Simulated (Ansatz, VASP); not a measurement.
## One calculation of AlN, two programs

INCAR

```
ALGO = Normal
EDIFF = 1E-6
ENCUT = 520
GGA = PE
ISIF = 2
ISMEAR = -1
LASPH = True
LCHARG = False
LREAL = False
LWAVE = False
NBANDS = 11
NELM = 80
PREC = Accurate
SIGMA = 0.05
```

Contents of KPOINTS:

```
k-points
0
Gamma
  10 10 10
```

The input POSCAR:

```
AlN
1.0
    0.0000000000      2.1839935596      2.1839935596
    2.1839935596      0.0000000000      2.1839935596
    2.1839935596      2.1839935596      0.0000000000
Al N
1 1
Direct
    0.0003530000     -0.0059770000      0.0112680000
    0.2477940000      0.2561980000      0.2419040000
```

The input input.yaml:

```yaml
crystal:
  lattice:
    - [0.0, 2.1839935596, 2.1839935596]
    - [2.1839935596, 0.0, 2.1839935596]
    - [2.1839935596, 2.1839935596, 0.0]
  atoms:
    - { symbol: Al, position: [0.000353, -0.005977, 0.011268] }
    - { symbol: "N", position: [0.247794, 0.256198, 0.241904] }
kpoints:
  mp_grid: { grid: [10, 10, 10] }
scf:
  occupations: { method: fermi_dirac, width: 0.05 }
hamiltonian:
  xc: pbe
  pseudopotentials: { kind: all_electron, lapw: { basis_error: 0.001 } }
output:
  forces: true
  stress: true
  eigenvalues: true
  populations: true
```

Change from the starting cell: atoms moved at random, drawn with an rms of 0.05 Å.

Alike in both runs: task single point; functional PBE; k mesh 10 × 10 × 10; occupations fermi-dirac, width 0.05 eV; no spin polarisation.

```csv
,VASP,Ansatz
version,VASP 6.6.1,Ansatz 0.2.0
potentials or method,"VASP PAW PBE potentials, release 64 (Al, N), cutoff 520 eV","all-electron LAPW, scalar-relativistic"
```

|  | VASP | Ansatz | Ansatz less VASP |
| --- | --- | --- | --- |
| gap on the k mesh at the Fermi level (eV) | 3.16 | 3.16 | 0.000 |
| least direct gap on the mesh (eV) | 4.03 | 4.03 | -0.004 |
| pressure (GPa) | 4.9 | 5.1 | +0.17 |
| traceless stress, the component that is largest in VASP (GPa) | 3.34 | 3.33 | -0.012 |
| rms of the force components (eV/Å) | 0.435 | 0.434 | -0.0005 |

Atom by atom the forces differ by 0.001 eV/Å (rms over components). Ansatz ran all-electron here, and VASP with PAW potentials.
